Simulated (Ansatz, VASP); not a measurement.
# SrO: VASP beside Ansatz

```
Sr O
1.0
     0.00000    2.57114    2.57114
     2.57114    0.00000    2.57114
     2.57114    2.57114    0.00000
Sr O
1 1
Direct
  0.50000 0.50000 0.50000
  0.00000 0.00000 0.00000
```

Alike in both runs: task single point; functional PBE; k mesh 8 × 8 × 8; occupations gaussian, width 0.02 eV; no spin polarisation.

|  | VASP | Ansatz |
| --- | --- | --- |
| version | VASP 6.6.1 | Ansatz 0.2.0 |
| potentials or method | VASP PAW PBE potentials, release 64 (Sr_sv, O), cutoff 520 eV | scalar-relativistic, plane waves, PAW |
| valence electrons in the cell | 16 | 16 |

Ansatz gave:

* gap on the k mesh at the Fermi level (eV): 3.31
* least direct gap on the mesh (eV): 3.39
* pressure (GPa): 2.8

Problem. Which values does VASP return?

Solution. gap on the k mesh at the Fermi level (eV): 3.26; least direct gap on the mesh (eV): 3.35; pressure (GPa): 3.4.

With one functional, cell and mesh, what is left measures potentials, basis and numerics.
